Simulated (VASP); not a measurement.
# TaN (P-6m2) in VASP: further runs

TaN is run at these levels: LDA, PBEsol; tasks: electric field gradients.

Program: VASP 6.6.1. These are calculated values, not measurements. Logs are shortened: lines on timing, memory, paths and dates and some standing lists are left out, and cuts for length are marked.

### 1 The cell of the first run

Symmetry: P-6m2, No. 187, hexagonal system. Conventional cell: a = 2.938 Å, b = 2.938 Å, c = 2.883 Å, α = 90.00°, β = 90.00°, γ = 120.00°. Within 2.9 Å of Ta (site symmetry -6m2) lie 6 N at 2.23 Å and 2 Ta at 2.88 Å. N (site symmetry -6m2) has 6 Ta at 2.23 Å and 2 N at 2.88 Å within 2.9 Å.

### 2 Electric field gradients, LDA

INCAR reads:

```
  PREC = Accurate
  ENCUT = 520
  EDIFF = 1E-8
  ISMEAR = -1
  SIGMA = 0.02
  LREAL = F
  LASPH = T
  NELM = 100
  ALGO = Normal
  ISIF = 2
  LWAVE = F
  LCHARG = F
  GGA = CA
  LEFG = T
  NBANDS = 15
```

KPOINTS reads:

```
regular mesh
0
Gamma
  12 12 10
```

POSCAR reads:

```
TaN
1.0
    2.9379988584      0.0000000000      0.0000000000
   -1.4689994292      2.5443816477      0.0000000000
    0.0000000000      0.0000000000      2.8830000000
Ta N
1 1
Direct
    0.3333333333      0.6666666667      0.5000000000
    0.0000000000      0.0000000000      0.0000000000
```

Potentials or basis: VASP PAW LDA potentials, release 64 (Ta_pv, N).

Launch:

```sh
> cat potpaw_LDA.64/Ta_pv/POTCAR potpaw_LDA.64/N/POTCAR > POTCAR
> mpirun -np 1 vasp_std > vasp.out
```

OUTCAR:

```text
PREC = Accurate
   ENCUT = 520
   EDIFF = 1E-8
   ISMEAR = -1
   LREAL = F
   LASPH = T
   NELM = 100
   ISIF = 2
   GGA = CA

 ion  position               nearest neighbor table
   1  0.333  0.667  0.500-   2 2.23   2 2.23   2 2.23   2 2.23   2 2.23   2 2.23
   2  0.000  0.000  0.000-   1 2.23   1 2.23   1 2.23   1 2.23   1 2.23   1 2.23

  LATTYP: Found a hexagonal cell.
 ALAT       =     2.9379988584
 C/A-ratio  =     0.9812801635

  Lattice vectors:

 A1 = (   2.9379988584,   0.0000000000,   0.0000000000)
 A2 = (  -1.4689994292,   2.5443816477,   0.0000000000)
 A3 = (   0.0000000000,   0.0000000000,   2.8830000000)

Analysis of symmetry for initial positions (statically):
=====================================================================
 Subroutine PRICEL returns:
 Original cell was already a primitive cell.

 Routine SETGRP: Setting up the symmetry group for a
 hexagonal supercell.

 Subroutine GETGRP returns: Found 12 space group operations
 (whereof 12 operations were pure point group operations)
 out of a pool of 24 trial point group operations.

The static configuration has the point symmetry D_3h.

Analysis of symmetry for dynamics (positions and initial velocities):
=====================================================================
 Subroutine PRICEL returns:
 Original cell was already a primitive cell.

 Routine SETGRP: Setting up the symmetry group for a
 hexagonal supercell.

 Subroutine GETGRP returns: Found 12 space group operations
 (whereof 12 operations were pure point group operations)
 out of a pool of 24 trial point group operations.

The dynamic configuration has the point symmetry D_3h.

 Subroutine INISYM returns: Found 12 space group operations
 (whereof 12 operations are pure point group operations),
 and found     1 'primitive' translations

----------------------------------------------------------------------------------------

                                     Primitive cell

  volume of cell :      21.5516

  direct lattice vectors                    reciprocal lattice vectors
     2.937998858  0.000000000  0.000000000     0.340367729  0.196511400  0.000000000
    -1.468999429  2.544381648  0.000000000     0.000000000  0.393022800  0.000000000
[... 129 lines left out ...]
  free energy    TOTEN  =       -24.70091798 eV

  energy without entropy =      -24.70081718  energy(sigma->0) =      -24.70086758

 E-fermi :   8.1965     XC(G=0): -13.5826

 val. band max:        8.0744705148   @ k =   0.0000   0.0000   0.4000
 cond. band min:       8.2364128481   @ k =   0.0833   0.0000   0.5000
 fundamental gap:      0.1619423333
 Fermi energy:         8.1965145527

 k-point     1 :       0.0000    0.0000    0.0000
  band No.  band energies     occupation
      1     -26.5252      2.00000
      2     -26.2578      2.00000
      3     -26.2578      2.00000
      4      -9.4291      2.00000
      5       3.5636      2.00000
      6       3.5636      2.00000
      7       3.9098      2.00000
      8       5.2338      2.00000
      9      10.4741      0.00000
     10      11.6878      0.00000
     11      11.6878      0.00000
     12      12.0376      0.00000
     13      12.0376      0.00000
     14      20.4910      0.00000
[... 401 lines left out ...]
      2     -26.5011      2.00000
      3     -26.4283      2.00000
      4      -7.6508      2.00000
      5       0.5987      2.00000
      6       3.1006      2.00000
      7       4.4856      2.00000
      8       5.4177      2.00000
      9      10.7691      0.00000
     10      11.0327      0.00000
     11      12.6632      0.00000
     12      13.0917      0.00000
     13      15.2432      0.00000
     14      20.4994      0.00000
     15      21.2785      0.00000

 [... further k-points ...]
[... 5 lines left out ...]
  --------------------------------------------------------------------------------------
  -------------------------------------------------------------------------------------
  Total       -1.2573060     -1.2573060     -1.4410427      0.0000000      0.0000000      0.0000000
  in kB      -93.4701710    -93.4701710   -107.1294606      0.0000000      0.0000000      0.0000000
  external PRESSURE =     -98.0232676 kB  Pullay stress =       0.0000000 kB

 VOLUME and BASIS-vectors are now :
 -----------------------------------------------------------------------------
  energy-cutoff  :      520.00
  volume of cell :       21.55
      direct lattice vectors                 reciprocal lattice vectors
     2.937998858  0.000000000  0.000000000     0.340367729  0.196511400  0.000000000
    -1.468999429  2.544381648  0.000000000     0.000000000  0.393022800  0.000000000
     0.000000000  0.000000000  2.883000000     0.000000000  0.000000000  0.346860909

 POSITION                                       TOTAL-FORCE (eV/Angst)
 -----------------------------------------------------------------------------------
     -0.00000      1.69625      1.44150        -0.000000     -0.000000      0.000000
      0.00000      0.00000      0.00000         0.000000      0.000000      0.000000
 -----------------------------------------------------------------------------------
    total drift:                                0.000000     -0.000000     -0.000000

  FREE ENERGIE OF THE ION-ELECTRON SYSTEM (eV)
  ---------------------------------------------------
  free  energy   TOTEN  =       -24.7009179779 eV

  energy  without entropy=      -24.7008171757  energy(sigma->0) =      -24.70086758

 Electric field gradients (V/A^2)
---------------------------------------------------------------------
 ion       V_xx      V_yy      V_zz      V_xy      V_xz      V_yz
---------------------------------------------------------------------
   1      -9.116    -9.115    18.231     0.000     0.000    -0.000
   2       0.004     0.003    -0.007    -0.001    -0.000    -0.000
---------------------------------------------------------------------

 Electric field gradients after diagonalization (V/A^2)
 (convention: |V_zz| > |V_xx| > |V_yy|)
----------------------------------------------------------------------
 ion       V_xx      V_yy      V_zz     asymmetry (V_yy - V_xx)/ V_zz
----------------------------------------------------------------------
   1      -9.116    -9.115    18.231       0.000
   2       0.004     0.003    -0.007       0.187
----------------------------------------------------------------------

           NMR quadrupolar parameters

 Cq : quadrupolar parameter    Cq=e*Q*V_zz/h
 eta: asymmetry parameters     (V_yy - V_xx)/ V_zz
 Q  : nuclear electric quadrupole moment in mb (millibarn)
----------------------------------------------------------------------
 ion       Cq(MHz)       eta       Q (mb)
----------------------------------------------------------------------
   1       0.044       0.000       1.000
   2      -0.000       0.187       1.000
----------------------------------------------------------------------
```

It took 33 s on 1 thread of Intel Xeon Platinum 8259CL at 2.50GHz (Skylake/Cascade Lake), shared host; peak memory 0.16 GiB.

What came out:

```
Free energy            : -24.7009 eV
Pressure               : -9.8 GPa
Band gap on the k mesh : zero (band 8 reaches 8.48 eV, above the bottom of band 9 at 7.99 eV)
```

Levels at points of the mesh, in eV from the Fermi level:
```
           k point  band 4  band 5  band 6  band 7  band 8  band 9  band 10  band 11  band 12  band 13
(0.00, 0.00, 0.00)  -17.63   -4.63   -4.63   -4.29   -2.96    2.28     3.49     3.49     3.84     3.84
(0.50, 0.00, 0.00)  -15.28   -8.33   -5.27   -3.56   -3.22    2.85     3.94     5.09     5.18     7.47
(0.00, 0.00, 0.50)  -14.90   -9.39   -3.82   -3.82   -0.20   -0.20     2.35     3.19     3.19     8.21
(0.50, 0.00, 0.50)  -15.61   -7.38   -6.22   -5.77   -0.37    4.10     5.24     5.96     6.95    10.09
```

Electric field gradients, principal values (V/Å²):
```csv
atom,least,middle,greatest (by size)
1 Ta,-9.115,-9.116,18.231
2 N,0.003,0.004,-0.007
```

Caveat: without QUAD_EFG the Cq values of the log hold for a quadrupole moment of 1 mb, not for the nuclei; spin-orbit coupling is left out, which moves the levels of the heavy elements.

### 3 Electric field gradients, PBEsol

INCAR reads:

```
SYSTEM = TaN
PREC = Accurate
ENCUT = 520
EDIFF = 1E-8
ISMEAR = -1
SIGMA = 0.02
LREAL = .False.
LASPH = .True.
NELM = 60
ALGO = Normal
ISIF = 2
LWAVE = .False.
LCHARG = .False.
GGA = PS
LEFG = .True.
NBANDS = 15
```

KPOINTS reads:

```
regular mesh
0
Gamma
  12 12 10
  0 0 0
```

POSCAR is that of step 2.

Potentials or basis: VASP PAW PBE potentials, release 64 (Ta_pv, N).

Launch:

```sh
> cat potpaw_PBE.64/Ta_pv/POTCAR potpaw_PBE.64/N/POTCAR > POTCAR
> mpirun -np 1 vasp_std > vasp.out
```

OUTCAR:

```text
SYSTEM = TaN
   PREC = Accurate
   ENCUT = 520
   EDIFF = 1E-8
   ISMEAR = -1
   LREAL = .False.
   LASPH = .True.
   NELM = 60
   ISIF = 2
   GGA = PS

 ion  position               nearest neighbor table
   1  0.333  0.667  0.500-   2 2.23   2 2.23   2 2.23   2 2.23   2 2.23   2 2.23
   2  0.000  0.000  0.000-   1 2.23   1 2.23   1 2.23   1 2.23   1 2.23   1 2.23

  LATTYP: Found a hexagonal cell.
 ALAT       =     2.9379988584
 C/A-ratio  =     0.9812801635

  Lattice vectors:

 A1 = (   2.9379988584,   0.0000000000,   0.0000000000)
 A2 = (  -1.4689994292,   2.5443816477,   0.0000000000)
 A3 = (   0.0000000000,   0.0000000000,   2.8830000000)

Analysis of symmetry for initial positions (statically):
=====================================================================
 Subroutine PRICEL returns:
 Original cell was already a primitive cell.

 Routine SETGRP: Setting up the symmetry group for a
 hexagonal supercell.
[... 621 lines left out ...]
  volume of cell :       21.55
      direct lattice vectors                 reciprocal lattice vectors
     2.937998858  0.000000000  0.000000000     0.340367729  0.196511400  0.000000000
    -1.468999429  2.544381648  0.000000000     0.000000000  0.393022800  0.000000000
     0.000000000  0.000000000  2.883000000     0.000000000  0.000000000  0.346860909

 POSITION                                       TOTAL-FORCE (eV/Angst)
 -----------------------------------------------------------------------------------
     -0.00000      1.69625      1.44150         0.000000      0.000000      0.000000
      0.00000      0.00000      0.00000        -0.000000      0.000000      0.000000
 -----------------------------------------------------------------------------------
    total drift:                                0.000000     -0.000000     -0.000000

  FREE ENERGIE OF THE ION-ELECTRON SYSTEM (eV)
  ---------------------------------------------------
  free  energy   TOTEN  =       -23.8031866292 eV

  energy  without entropy=      -23.8030862167  energy(sigma->0) =      -23.80313642

 Electric field gradients (V/A^2)
---------------------------------------------------------------------
 ion       V_xx      V_yy      V_zz      V_xy      V_xz      V_yz
---------------------------------------------------------------------
   1      -9.693    -9.693    19.386     0.000     0.000    -0.000
   2      -0.192    -0.191     0.382     0.001    -0.000    -0.000
---------------------------------------------------------------------

 Electric field gradients after diagonalization (V/A^2)
 (convention: |V_zz| > |V_xx| > |V_yy|)
----------------------------------------------------------------------
 ion       V_xx      V_yy      V_zz     asymmetry (V_yy - V_xx)/ V_zz
----------------------------------------------------------------------
   1      -9.693    -9.693    19.386       0.000
   2      -0.192    -0.190     0.382       0.006
----------------------------------------------------------------------

           NMR quadrupolar parameters

 Cq : quadrupolar parameter    Cq=e*Q*V_zz/h
 eta: asymmetry parameters     (V_yy - V_xx)/ V_zz
 Q  : nuclear electric quadrupole moment in mb (millibarn)
----------------------------------------------------------------------
 ion       Cq(MHz)       eta       Q (mb)
----------------------------------------------------------------------
   1       0.047       0.000       1.000
   2       0.001       0.006       1.000
----------------------------------------------------------------------
```

Wall time 34 s (1 thread of Intel Xeon Platinum 8259CL at 2.50GHz (Skylake/Cascade Lake), shared host); peak memory 0.17 GiB.

Results:

| Item | Value |
| --- | --- |
| Free energy | -23.8032 eV |
| Pressure | -4.1 GPa |
| Band gap on the k mesh | zero (band 8 reaches 8.49 eV, above the bottom of band 9 at 7.99 eV) |

Stress tensor (GPa, compression positive):
```
-4.05  0.00  0.00
 0.00 -4.05  0.00
 0.00  0.00 -4.15
```

Electric field gradients, principal values (V/Å²):
```tsv
atom	least	middle	greatest (by size)
1 Ta	-9.693	-9.693	19.386
2 N	-0.190	-0.192	0.382
```

Caveat: without QUAD_EFG the Cq values of the log hold for a quadrupole moment of 1 mb, not for the nuclei; the PAW data sets were made with another functional, which shifts forces and pressure a little; spin-orbit coupling is left out, which moves the levels of the heavy elements.
